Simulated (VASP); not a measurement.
# TiCo2 (Fd-3m) in VASP: notebook, part 2 of 2

VASP 6.6.1. Earlier steps stand in the parts before.

### Step 3. Single point, PBEsol, collinear spin, ferromagnetic start

This run uses another cell than the first one, of 11.73 Å³/atom, 0.934 times its volume.

Input file INCAR:

```
SYSTEM = TiCo2
PREC     = Accurate       ! precision mode
ENCUT    = 520            ! plane-wave cutoff, eV
EDIFF    = 1E-7           ! SCF threshold, eV
ISMEAR   = 0              ! smearing method
SIGMA    = 0.1            ! smearing width, eV
LREAL    = .FALSE.        ! projectors in reciprocal space
LASPH    = .TRUE.         ! aspherical terms in the spheres
NELM     = 150            ! most SCF steps
ALGO     = Normal         ! electronic algorithm
ISIF     = 2              ! what is computed and relaxed
LWAVE    = .FALSE.        ! write WAVECAR
LCHARG   = .TRUE.         ! write CHGCAR
ISPIN    = 2              ! spin polarisation
MAGMOM   = 0 0 3 3 3 3    ! initial moments
LORBIT   = 11             ! projections on sites
LMAXMIX  = 4              ! l up to which the mixer works
GGA      = PS             ! functional
LELF     = .TRUE.         ! ELF
LVHAR    = .TRUE.       
NBANDS   = 43             ! bands
```

Input file KPOINTS:

```
regular mesh
0
G
  10 10 10
  0 0 0
```

Input file POSCAR:

```
TiCo2
1.0
    0.0000000000      3.2766064624      3.2766064624
    3.2766064624      0.0000000000      3.2766064624
    3.2766064624      3.2766064624      0.0000000000
Ti Co
2 4
Direct
    0.5000000000      0.5000000000      0.5000000000
    0.7500000000      0.7500000000      0.7500000000
    0.1250000000      0.1250000000      0.1250000000
    0.6250000000      0.1250000000      0.1250000000
    0.1250000000      0.1250000000      0.6250000000
    0.1250000000      0.6250000000      0.1250000000
```

Potentials or basis: VASP PAW PBE potentials, release 64 (Ti_sv, Co).

Command:

```console
$ cat potpaw_PBE.64/Ti_sv/POTCAR potpaw_PBE.64/Co/POTCAR > POTCAR
$ mpirun -np 1 vasp_std > vasp.out
```

OUTCAR:

```text
SYSTEM = TiCo2
   PREC = Accurate
   ENCUT = 520
   EDIFF = 1E-7
   ISMEAR = 0
   LREAL = .FALSE.
   LASPH = .TRUE.
   NELM = 150
   ISIF = 2
   ISPIN = 2
   LORBIT = 11
   GGA = PS

 ion  position               nearest neighbor table
   1  0.500  0.500  0.500-   3 2.72   5 2.72   6 2.72   3 2.72   4 2.72   5 2.72   3 2.72   4 2.72
                             6 2.72   4 2.72   5 2.72   6 2.72   2 2.84   2 2.84   2 2.84   2 2.84
   2  0.750  0.750  0.750-   4 2.72   5 2.72   6 2.72   3 2.72   4 2.72   6 2.72   3 2.72   4 2.72
                             5 2.72   3 2.72   5 2.72   6 2.72   1 2.84   1 2.84   1 2.84   1 2.84
   3  0.125  0.125  0.125-   4 2.32   5 2.32   6 2.32   5 2.32   6 2.32   4 2.32   1 2.72   2 2.72
                             1 2.72   2 2.72   1 2.72   2 2.72
   4  0.625  0.125  0.125-   3 2.32   5 2.32   6 2.32   3 2.32   5 2.32   6 2.32   2 2.72   1 2.72
                             1 2.72   2 2.72   2 2.72   1 2.72
   5  0.125  0.125  0.625-   3 2.32   3 2.32   4 2.32   6 2.32   6 2.32   4 2.32   1 2.72   2 2.72
                             1 2.72   2 2.72   1 2.72   2 2.72
   6  0.125  0.625  0.125-   3 2.32   5 2.32   3 2.32   4 2.32   5 2.32   4 2.32   2 2.72   1 2.72
                             2 2.72   2 2.72   1 2.72   1 2.72

  LATTYP: Found a face centered cubic cell.
 ALAT       =     6.5532129248

[... 2391 lines left out ...]
  in kB       -7.4708256     -7.4708256     -7.4708256      0.0000000      0.0000000     -0.0000000
  external PRESSURE =      -7.4708256 kB  Pullay stress =       0.0000000 kB

 VOLUME and BASIS-vectors are now :
 -----------------------------------------------------------------------------
  energy-cutoff  :      520.00
  volume of cell :       70.36
      direct lattice vectors                 reciprocal lattice vectors
     0.000000000  3.276606462  3.276606462    -0.152596903  0.152596903  0.152596903
     3.276606462  0.000000000  3.276606462     0.152596903 -0.152596903  0.152596903
     3.276606462  3.276606462  0.000000000     0.152596903  0.152596903 -0.152596903

 POSITION                                       TOTAL-FORCE (eV/Angst)
 -----------------------------------------------------------------------------------
      3.27661      3.27661      3.27661        -0.000000     -0.000000     -0.000000
      4.91491      4.91491      4.91491         0.000000      0.000000      0.000000
      0.81915      0.81915      0.81915         0.000000      0.000000     -0.000000
      0.81915      2.45745      2.45745         0.000000      0.000000     -0.000000
      2.45745      2.45745      0.81915         0.000000      0.000000     -0.000000
      2.45745      0.81915      2.45745         0.000000      0.000000     -0.000000
 -----------------------------------------------------------------------------------
    total drift:                                0.000000      0.000000      0.000000

  FREE ENERGIE OF THE ION-ELECTRON SYSTEM (eV)
  ---------------------------------------------------
  free  energy   TOTEN  =       -49.7445639304 eV

  energy  without entropy=      -49.7029064676  energy(sigma->0) =      -49.72373520

 total charge

# of ion       s       p       d       tot
------------------------------------------
    1        2.230   6.167   1.865  10.261
    2        2.230   6.167   1.865  10.261
    3        0.566   0.610   7.353   8.529
    4        0.566   0.610   7.353   8.529
    5        0.566   0.610   7.353   8.529
    6        0.566   0.610   7.353   8.529
--------------------------------------------------
tot          6.723  14.773  33.142  54.639

 magnetization (x)

# of ion       s       p       d       tot
------------------------------------------
    1        0.000  -0.000  -0.000  -0.000
    2        0.000  -0.000  -0.000  -0.000
    3        0.000  -0.000   0.000   0.000
    4        0.000  -0.000   0.000   0.000
    5        0.000  -0.000   0.000   0.000
    6        0.000  -0.000   0.000   0.000
--------------------------------------------------
tot          0.000  -0.000   0.000   0.000
```

It took 12 min on 1 thread of Intel Xeon Platinum 8375C at 2.90GHz (Ice Lake), shared host; peak memory 0.38 GiB.

Results:

* Free energy: -49.7446 eV
* Pressure: -0.7 GPa
* Band gap on the k mesh: zero (filled and empty bands overlap)
* Net moment: 0.00 μB per cell
* Valence electrons inside the program's atomic spheres: Ti 10.26; Co 8.53

Levels at points of the mesh, in eV from the Fermi level:
Spin up:
```
           k point  band 28  band 29  band 30  band 31  band 32  band 33
(0.00, 0.00, 0.00)    -0.65    -0.57    -0.57    -0.57     0.85     0.85
(0.50, 0.00, 0.00)    -0.38    -0.38     0.13     0.13     0.57     0.57
(0.50, 0.50, 0.00)    -0.58    -0.54    -0.54    -0.03    -0.03     0.92
```
Spin down:
| k point | band 28 | band 29 | band 30 | band 31 | band 32 | band 33 |
| --- | --- | --- | --- | --- | --- | --- |
| (0.00, 0.00, 0.00) | -0.65 | -0.57 | -0.57 | -0.57 | 0.85 | 0.85 |
| (0.50, 0.00, 0.00) | -0.38 | -0.38 | 0.13 | 0.13 | 0.57 | 0.57 |
| (0.50, 0.50, 0.00) | -0.58 | -0.54 | -0.54 | -0.03 | -0.03 | 0.92 |

Caveat: the starting moments collapsed, and a magnetic state may lie lower; the PAW data sets were made with another functional, which shifts forces and pressure a little.

### Step 4. Single point, PBEsol, collinear spin, ferrimagnetic start

Input file INCAR:

```
  ALGO = Normal
  EDIFF = 1E-6
  ENCUT = 520
  GGA = PS
  ISIF = 2
  ISMEAR = 0
  ISPIN = 2
  ISYM = 0
  LASPH = T
  LCHARG = F
  LMAXMIX = 4
  LORBIT = 11
  LREAL = F
  LWAVE = F
  MAGMOM = -0.31 -0.31 0.82 0.82 0.82 0.82
  NBANDS = 43
  NELM = 150
  PREC = Accurate
  SIGMA = 0.1
```

Input file KPOINTS:

```
Automatic mesh
0
Gamma
  4 4 4
  0.5 0.5 0.5
```

POSCAR, as its differences from that of step 3:

```diff
@@ -2,5 +2,5 @@
 1.0
-    0.0000000000      3.2766064624      3.2766064624
-    3.2766064624      0.0000000000      3.2766064624
-    3.2766064624      3.2766064624      0.0000000000
+    0.0000000000      3.3520000000      3.3520000000
+    3.3520000000      0.0000000000      3.3520000000
+    3.3520000000      3.3520000000      0.0000000000
 Ti Co
```

Command:

```console
$ cat potpaw_PBE.64/Ti_sv/POTCAR potpaw_PBE.64/Co/POTCAR > POTCAR
$ mpirun -np 1 vasp_std > vasp.out
```

Wall time 31 min (1 thread of Oxide Virtual Turin-like, shared host); peak memory 0.62 GiB.

Results (log left out):

```yaml
Free_energy: -49.5284 eV
Pressure: -12.3 GPa
Band_gap_on_the_k_mesh: zero (filled and empty bands overlap)
Net_moment: 2.04 μB per cell
Site_moments: Ti -0.28; Co +0.70 μB
Valence_electrons_inside_the_program's_atomic_spheres: Ti 10.18; Co 8.38
```

Levels at points of the mesh, in eV from the Fermi level:
Spin up:
| k point | band 27 | band 28 | band 29 | band 30 | band 31 | band 32 | band 33 | band 34 | band 35 | band 36 |
| --- | --- | --- | --- | --- | --- | --- | --- | --- | --- | --- |
| (0.12, 0.12, 0.12) | -0.79 | -0.79 | -0.67 | -0.45 | -0.45 | 0.26 | 0.37 | 0.45 | 0.45 | 0.90 |
Spin down:
| k point | band 26 | band 27 | band 28 | band 29 | band 30 | band 31 | band 32 | band 33 |
| --- | --- | --- | --- | --- | --- | --- | --- | --- |
| (0.12, 0.12, 0.12) | -0.45 | -0.23 | -0.23 | -0.19 | -0.08 | -0.08 | 0.37 | 0.97 |

Caveat: the k points lie up to 0.41 Å⁻¹ apart; the PAW data sets were made with another functional, which shifts forces and pressure a little.
